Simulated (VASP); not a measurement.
# TiSi16 (a cell with a defect) in VASP: relaxation of the atoms with PBE

Aim: the relaxation of the atoms of TiSi16 (a cell with a defect) with PBE.

Program: VASP 6.6.1. These are calculated values, not measurements. Logs are shortened: lines on timing, memory, paths and dates and some standing lists are left out, and cuts for length are marked.

## Step 1: The cell of the first run

The cell holds a defect, 17 atoms: a = 7.679 Å, b = 7.679 Å, c = 7.679 Å, α = 60.00°, β = 60.00°, γ = 60.00°.

## Step 2: Relaxation of the atoms, PBE

Input file INCAR:

```
PREC = Accurate
ENCUT = 520
EDIFF = 1E-6
ISMEAR = -1
SIGMA = 0.02
LREAL = Auto
LASPH = True
NELM = 100
ALGO = Normal
ISIF = 2
LWAVE = False
LCHARG = False
GGA = PE
IBRION = 2
NSW = 45
EDIFFG = -0.08
```

Input file KPOINTS:

```
Automatic mesh
0
Gamma
  2 2 2
```

Input file POSCAR:

```
TiSi16
1.0
    0.0000000000      5.4300000000      5.4300000000
    5.4300000000      0.0000000000      5.4300000000
    5.4300000000      5.4300000000      0.0000000000
Si Ti
16 1
Direct
    0.0000000000      0.0000000000      0.0000000000
    0.1250000000      0.1250000000      0.1250000000
    0.0000000000      0.0000000000      0.5000000000
    0.1250000000      0.1250000000      0.6250000000
    0.0000000000      0.5000000000      0.0000000000
    0.1250000000      0.6250000000      0.1250000000
    0.0000000000      0.5000000000      0.5000000000
    0.1250000000      0.6250000000      0.6250000000
    0.5000000000      0.0000000000      0.0000000000
    0.6250000000      0.1250000000      0.1250000000
    0.5000000000      0.0000000000      0.5000000000
    0.6250000000      0.1250000000      0.6250000000
    0.5000000000      0.5000000000      0.0000000000
    0.6250000000      0.6250000000      0.1250000000
    0.5000000000      0.5000000000      0.5000000000
    0.6250000000      0.6250000000      0.6250000000
    0.8725095000      0.8714680000      0.3760958000
```

Potentials or basis: VASP PAW PBE potentials, release 64 (Si, Ti_sv).

Run with:

```console
$ cat potpaw_PBE.64/Si/POTCAR potpaw_PBE.64/Ti_sv/POTCAR > POTCAR
$ mpirun -np 1 vasp_std > vasp.out
```

OUTCAR:

```text
PREC = Accurate
   ENCUT = 520
   EDIFF = 1E-6
   ISMEAR = -1
   LREAL = Auto
   LASPH = True
   NELM = 100
   ISIF = 2
   GGA = PE
   IBRION = 2
   NSW = 45
   EDIFFG = -0.08

 ion  position               nearest neighbor table
   1  0.000  0.000  0.000-   2 2.35   4 2.35   6 2.35  10 2.35  17 2.36
   2  0.125  0.125  0.125-   1 2.35   3 2.35   5 2.35   9 2.35  17 2.75
   3  0.000  0.000  0.500-   2 2.35   4 2.35   8 2.35  12 2.35  17 2.38
   4  0.125  0.125  0.625-   1 2.35   3 2.35   7 2.35  11 2.35
   5  0.000  0.500  0.000-   2 2.35   6 2.35   8 2.35  14 2.35
   6  0.125  0.625  0.125-   1 2.35   5 2.35   7 2.35  13 2.35  17 2.70
   7  0.000  0.500  0.500-  17 2.33   6 2.35   8 2.35  16 2.35   4 2.35
   8  0.125  0.625  0.625-   3 2.35   5 2.35   7 2.35  15 2.35  17 2.72
   9  0.500  0.000  0.000-   2 2.35  10 2.35  12 2.35  14 2.35
  10  0.625  0.125  0.125-   1 2.35   9 2.35  11 2.35  13 2.35  17 2.71
  11  0.500  0.000  0.500-  17 2.34  10 2.35  12 2.35  16 2.35   4 2.35
  12  0.625  0.125  0.625-   3 2.35   9 2.35  11 2.35  15 2.35  17 2.73
  13  0.500  0.500  0.000-   6 2.35  10 2.35  14 2.35  16 2.35
  14  0.625  0.625  0.125-   5 2.35   9 2.35  13 2.35  15 2.35
  15  0.500  0.500  0.500-   8 2.35  12 2.35  14 2.35  16 2.35
  16  0.625  0.625  0.625-   7 2.35  11 2.35  13 2.35  15 2.35  17 2.68
  17  0.873  0.871  0.376-   7 2.33  11 2.34   1 2.36   3 2.38  16 2.68   6 2.70  10 2.71   8 2.72
                            12 2.73   2 2.75

  LATTYP: Found a face centered cubic cell.
 ALAT       =    10.8600000000

  Lattice vectors:

 A1 = (   0.0000000000,   5.4300000000,   5.4300000000)
 A2 = (   5.4300000000,   0.0000000000,   5.4300000000)
 A3 = (   5.4300000000,   5.4300000000,   0.0000000000)

Analysis of symmetry for initial positions (statically):
=====================================================================
 Subroutine PRICEL returns:
 Original cell was already a primitive cell.

 Routine SETGRP: Setting up the symmetry group for a
 face centered cubic supercell.

 Subroutine GETGRP returns: Found  1 space group operations
 (whereof  1 operations were pure point group operations)
 out of a pool of 48 trial point group operations.

The static configuration has the point symmetry C_1 .

Analysis of symmetry for dynamics (positions and initial velocities):
=====================================================================
 Subroutine PRICEL returns:
 Original cell was already a primitive cell.

 Routine SETGRP: Setting up the symmetry group for a
 face centered cubic supercell.

 Subroutine GETGRP returns: Found  1 space group operations
 (whereof  1 operations were pure point group operations)
 out of a pool of 48 trial point group operations.

The dynamic configuration has the point symmetry C_1 .

 Subroutine INISYM returns: Found  1 space group operations
 (whereof  1 operations are pure point group operations),
 and found     1 'primitive' translations

----------------------------------------------------------------------------------------

                                     Primitive cell

  volume of cell :     320.2060

  direct lattice vectors                    reciprocal lattice vectors
     0.000000000  5.430000000  5.430000000    -0.092081031  0.092081031  0.092081031
     5.430000000  0.000000000  5.430000000     0.092081031 -0.092081031  0.092081031
     5.430000000  5.430000000  0.000000000     0.092081031  0.092081031 -0.092081031

  length of vectors
     7.679179644  7.679179644  7.679179644     0.159489025  0.159489025  0.159489025

  position of ions in fractional coordinates (direct lattice)
     0.000000000  0.000000000  0.000000000
     0.125000000  0.125000000  0.125000000
     0.000000000  0.000000000  0.500000000
     0.125000000  0.125000000  0.625000000
     0.000000000  0.500000000  0.000000000
     0.125000000  0.625000000  0.125000000
[... 9 lines left out ...]
     0.625000000  0.625000000  0.625000000
     0.872509500  0.871468000  0.376095800

  ion indices of the primitive-cell ions
   primitive index   ion index
                 1           1
                 2           2
                 3           3
                 4           4
                 5           5
                 6           6
[... 9 lines left out ...]
                16          16
                17          17

----------------------------------------------------------------------------------------

 KPOINTS: Automatic mesh

Automatic generation of k-mesh.
 Grid dimensions read from file:
 generate k-points for:    2    2    2

 Generating k-lattice:

  Cartesian coordinates                     Fractional coordinates (reciprocal lattice)
    -0.046040516  0.046040516  0.046040516     0.500000000  0.000000000  0.000000000
     0.046040516 -0.046040516  0.046040516     0.000000000  0.500000000  0.000000000
     0.046040516  0.046040516 -0.046040516     0.000000000  0.000000000  0.500000000

  Length of vectors
     0.079744512  0.079744512  0.079744512

  Shift w.r.t. Gamma in fractional coordinates (k-lattice)
     0.000000000  0.000000000  0.000000000

 Subroutine IBZKPT returns following result:
 ===========================================

 Found      8 irreducible k-points:

 Following reciprocal coordinates:
            Coordinates               Weight
  0.000000  0.000000  0.000000      1.000000
  0.500000  0.000000  0.000000      1.000000
  0.000000  0.500000  0.000000      1.000000
  0.000000  0.000000  0.500000      1.000000
  0.500000  0.500000  0.500000      1.000000
  0.500000  0.500000  0.000000      1.000000
  0.000000  0.500000  0.500000      1.000000
  0.500000  0.000000  0.500000      1.000000
   k-points           NKPTS =      8   k-points in BZ     NKDIM =      8   number of bands    NBANDS=     47
   number of dos      NEDOS =    301   number of ions     NIONS =     17
   total plane-waves  NPLWV = 216000
   dimension x,y,z NGX =    60 NGY =   60 NGZ =   60
   dimension x,y,z NGXF=   120 NGYF=  120 NGZF=  120
   ions per type =              16   1
   NGX,Y,Z   is equivalent  to a cutoff of  12.99, 12.99, 12.99 a.u.
   NGXF,Y,Z  is equivalent  to a cutoff of  25.98, 25.98, 25.98 a.u.
 SYSTEM =  unknown system
   PREC   = accura    normal or accurate (medium, high low for compatibility)
   ISTART =      0    job   : 0-new  1-cont  2-samecut
   ICHARG =      2    charge: 1-file 2-atom 10-const
   ISPIN  =      1    spin polarized calculation?
   LNONCOLLINEAR =      F non collinear calculations
   LSORBIT =      F    spin-orbit coupling
   LASPH  =      T    aspherical Exc in radial PAW
   ENCUT  =  520.0 eV  38.22 Ry    6.18 a.u.  14.28 14.28 14.28*2*pi/ulx,y,z
   NELM   =    100;   NELMIN=  2; NELMDL= -5     # of ELM steps
   EDIFF  = 0.1E-05   stopping-criterion for ELM
   LREAL  =      T    real-space projection
   EDIFFG = -.8E-01   stopping-criterion for IOM
   NSW    =     45    number of steps for IOM
   IBRION =      2    ionic relax: 0-MD 1-quasi-New 2-CG
   NFREE  =      1    steps in history (QN), initial steepest desc. (CG)
   ISIF   =      2    stress and relaxation
   ISYM   =      2    0-nonsym 1-usesym 2-fastsym
   POTIM  = 0.5000    time-step for ionic-motion
   TEBEG  =    0.0;   TEEND  =   0.0 temperature during run
   PSTRESS=    0.0 pullay stress
   NELECT =      76.0000    total number of electrons
   NUPDOWN=      -1.0000    fix difference up-down
   EMIN   =  10.00;   EMAX   =-10.00  energy-range for DOS
   EFERMI =   0.00;   METHOD = LEGACY
   ISMEAR =    -1;   SIGMA  =   0.02  broadening in eV -4-tet -1-fermi 0-gaus
   EFERMI_NEDOS =   21; number of points for ismear=-14 and -15
   IALGO  =     38    algorithm
   IMIX   =      4    mixing-type and parameters
     AMIX     =   0.40;   BMIX     =  1.00
     AMIX_MAG =   1.60;   BMIX_MAG =  1.00
  volume/ion in A,a.u.               =      18.84       127.11
  Fermi-wavevector in a.u.,A,eV,Ry     =   1.013607  1.915439 13.978610  1.027399
  Thomas-Fermi vector in A             =   2.146786
   LORBIT       =      0    0 simple, 1 ext, 2 COOP (PROOUT), +10 PAW based schemes
   GGA     = PE    functional components
   LHFCALC =     F    Hartree Fock is set to
   AEXX    =    0.0000 exact exchange contribution
   IVDW    =     0    specifies the selected vdW correction
   LEPSILON=     F    determine dielectric tensor
   LRPA    =     F    only Hartree local field effects (RPA)
 conjugate gradient relaxation of ions
 non-spin polarized calculation
  energy-cutoff  :      520.00
  volume of cell :      320.21
 maximum number of plane-waves:      8646
 NGX is ok and might be reduce to    60
   NGX = 29   NGY = 29   NGZ = 29

--------------------------------------- Ionic step        1  -------------------------------------------

 number of electron      76.0000005 magnetization

 Free energy of the ion-electron system (eV)
  ---------------------------------------------------
  ext. energy  EPLUGINS =         0.00000000
  ---------------------------------------------------
  free energy    TOTEN  =       -91.82988565 eV

  energy without entropy =      -91.78634273  energy(sigma->0) =      -91.80811419

------------------------ aborting loop because EDIFF is reached ----------------------------------------

  FORCE on cell =-STRESS in cart. coord.  units (eV):
  Direction    XX          YY          ZZ          XY          YZ          ZX
  --------------------------------------------------------------------------------------
  -------------------------------------------------------------------------------------
  Total        9.8530645      9.8559016      9.8400444     -0.4087705     -0.1622222     -0.0940915
  in kB       49.3006247     49.3148204     49.2354777     -2.0453171     -0.8116924     -0.4707945
  external PRESSURE =      49.2836409 kB  Pullay stress =       0.0000000 kB

 VOLUME and BASIS-vectors are now :
 -----------------------------------------------------------------------------
  energy-cutoff  :      520.00
  volume of cell :      320.21
      direct lattice vectors                 reciprocal lattice vectors
     0.000000000  5.430000000  5.430000000    -0.092081031  0.092081031  0.092081031
     5.430000000  0.000000000  5.430000000     0.092081031 -0.092081031  0.092081031
     5.430000000  5.430000000  0.000000000     0.092081031  0.092081031 -0.092081031
[... 222 lines left out ...]
      6.78717      6.78752      6.75272        -0.002062     -0.000887     -0.029840
      6.78402      6.78538      9.49410         0.032413      0.015830      0.077773
 -----------------------------------------------------------------------------------
    total drift:                                0.006680      0.001988      0.012665

  FREE ENERGIE OF THE ION-ELECTRON SYSTEM (eV)
  ---------------------------------------------------
  free  energy   TOTEN  =       -92.2132222841 eV

  energy  without entropy=      -92.1897820448  energy(sigma->0) =      -92.20150216

--------------------------------------- Ionic step        6  -------------------------------------------

 number of electron      75.9999998 magnetization

 Free energy of the ion-electron system (eV)
  ---------------------------------------------------
  ext. energy  EPLUGINS =         0.00000000
  ---------------------------------------------------
  free energy    TOTEN  =       -92.21421957 eV

  energy without entropy =      -92.18987840  energy(sigma->0) =      -92.20204898

 E-fermi :   6.9307     XC(G=0):  -9.7514

 val. band max:        6.8914255453   @ k =   0.5000   0.5000   0.0000
 cond. band min:       6.9586395922   @ k =   0.0000   0.0000   0.5000
 fundamental gap:      0.0672140469
 Fermi energy:         6.9306668187

 k-point     1 :       0.0000    0.0000    0.0000
  band No.  band energies     occupation
      1     -49.8789      2.00000
      2     -26.2535      2.00000
      3     -26.2520      2.00000
      4     -26.2492      2.00000
      5      -5.7212      2.00000
      6      -3.5137      2.00000
[... 415 lines left out ...]
      2.75706      2.75720      0.04173        -0.004128     -0.003900     -0.006477
      4.06992      4.07097      1.35107         0.005373      0.003187      0.011560
      2.72997      5.41404      8.12792         0.003366      0.000487      0.002657
      4.03690      1.35816      4.07111        -0.007360      0.002479     -0.004639
[... 9 lines left out ...]
      6.78708      6.78756      6.75107        -0.001029      0.000100     -0.006217
      6.78543      6.78613      9.49742         0.002093      0.006335      0.010808
 -----------------------------------------------------------------------------------
    total drift:                               -0.003272      0.000391      0.006409

  FREE ENERGIE OF THE ION-ELECTRON SYSTEM (eV)
  ---------------------------------------------------
  free  energy   TOTEN  =       -92.2142195715 eV

  energy  without entropy=      -92.1898783959  energy(sigma->0) =      -92.20204898

 reached required accuracy - stopping structural energy minimisation
```

It took 25 min on 1 thread of Oxide Virtual Turin-like, shared host; peak memory 0.52 GiB.

Results:

```
Free energy                  : -92.2142 eV
Energy gained by relaxing    : 22.6 meV/atom
Ionic steps                  : 6
Pressure after relaxing      : 4.0 GPa
Largest force after relaxing : 0.014 eV/Å
Band gap on the k mesh       : zero (bands 38 and 39 overlap by 0.43 eV)
```

Forces on the atoms (eV/Å):
```
Si  -0.002 -0.002 -0.003
Si  -0.003 -0.003  0.011
Si  -0.004 -0.004 -0.006
Si   0.005  0.003  0.012
Si   0.003  0.000  0.003
Si  -0.007  0.002 -0.005
Si   0.000 -0.002 -0.003
Si  -0.006  0.010 -0.006
Si   0.001  0.003  0.002
Si   0.002 -0.008 -0.004
Si  -0.002  0.000 -0.003
Si   0.011 -0.005 -0.006
Si  -0.002 -0.003  0.001
Si   0.000  0.000 -0.001
Si   0.004  0.003  0.004
Si  -0.001  0.000 -0.006
Ti   0.002  0.006  0.011
```

Step by step:
```
step  energy change (eV)  largest force (eV/Å)  pressure (GPa)
   1              0.0000                1.9452            4.93
   2             -0.3774                0.3211            3.99
   3             -0.3781                0.2226            4.01
   4             -0.3832                0.1482            4.01
   5             -0.3833                0.1018            4.01
   6             -0.3843                0.0135            4.02
```

Final structure:
```
CELL_PARAMETERS angstrom
0.00000 5.43000 5.43000
5.43000 0.00000 5.43000
5.43000 5.43000 0.00000
ATOMIC_POSITIONS crystal
Si 0.00404 0.00402 0.98779
Si 0.12810 0.12808 0.12176
Si 0.00385 0.00383 0.50392
Si 0.12451 0.12431 0.62521
Si 0.99558 0.50128 0.00148
Si 0.12821 0.62153 0.12191
Si 0.00427 0.48705 0.50432
Si 0.12816 0.62147 0.62823
Si 0.50131 0.99558 0.00146
Si 0.62160 0.12818 0.12189
Si 0.48721 0.00421 0.50427
Si 0.62154 0.12812 0.62821
Si 0.50145 0.50140 0.00162
Si 0.62502 0.62502 0.12500
Si 0.50138 0.50133 0.49556
Si 0.62169 0.62160 0.62832
Ti 0.87460 0.87447 0.37515
```

Caveat: the k points lie up to 0.50 Å⁻¹ apart.

The gap in the log of VASP goes by the Fermi energy; the results here count the filled bands.